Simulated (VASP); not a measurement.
# Ge: single point with PBE

Ge, a slab with vacuum:

```
Ge
1.0
     8.14807    0.00000    0.00000
     0.00000    4.07403    0.00000
     0.00000    0.00000   18.92117
Ge
8
Direct
  0.86800 0.97262 0.42265
  0.59434 0.04821 0.36715
  0.55011 0.54968 0.45060
  0.00902 0.47511 0.47213
  0.29437 0.51179 0.52973
  0.76333 0.47240 0.55803
  0.61069 0.96671 0.58833
  0.30878 0.01204 0.61211
```

- Program: VASP 6.6.1
- Task: single point
- Functional: PBE
- Potentials or basis: VASP PAW PBE potentials, release 64 (Ge_d)
- Cutoff: 410 eV
- k mesh: 4 × 6 × 1
- Occupations: gaussian, width 0.03 eV
- Spin: no spin polarisation

The largest force is 0.013 eV/Å and the band gap on the k mesh is 0.37 eV.

Forces on the atoms (eV/Å):
```
Ge   0.012  0.006 -0.001
Ge  -0.006 -0.003 -0.004
Ge  -0.007  0.001 -0.002
Ge  -0.002 -0.003 -0.004
Ge   0.000 -0.002 -0.003
Ge  -0.001  0.000  0.010
Ge   0.002  0.001  0.001
Ge   0.001  0.000  0.001
```

Levels at points of the mesh, in eV from the valence-band top:
| k point | band 52 | band 53 | band 54 | band 55 | band 56 | band 57 | band 58 | band 59 | band 60 | band 61 |
| --- | --- | --- | --- | --- | --- | --- | --- | --- | --- | --- |
| (0.00, 0.00, 0.00) | -1.20 | -0.93 | -0.51 | -0.35 | -0.18 | 0.52 | 0.95 | 1.21 | 1.78 | 1.93 |
| (0.50, 0.00, 0.00) | -1.31 | -1.25 | -0.62 | -0.33 | 0.00 | 0.37 | 0.77 | 1.21 | 2.05 | 2.50 |
| (0.00, 0.50, 0.00) | -1.89 | -1.81 | -1.74 | -0.87 | -0.61 | 0.47 | 0.73 | 1.01 | 2.19 | 2.71 |
| (0.50, 0.50, 0.00) | -2.02 | -1.77 | -1.65 | -1.18 | -0.83 | 0.68 | 0.99 | 1.57 | 2.28 | 2.45 |

Wall time 15 min on 1 thread of AMD EPYC 7R43 64-Core Processor (Zen 3) (shared host), peak memory 0.54 GiB.
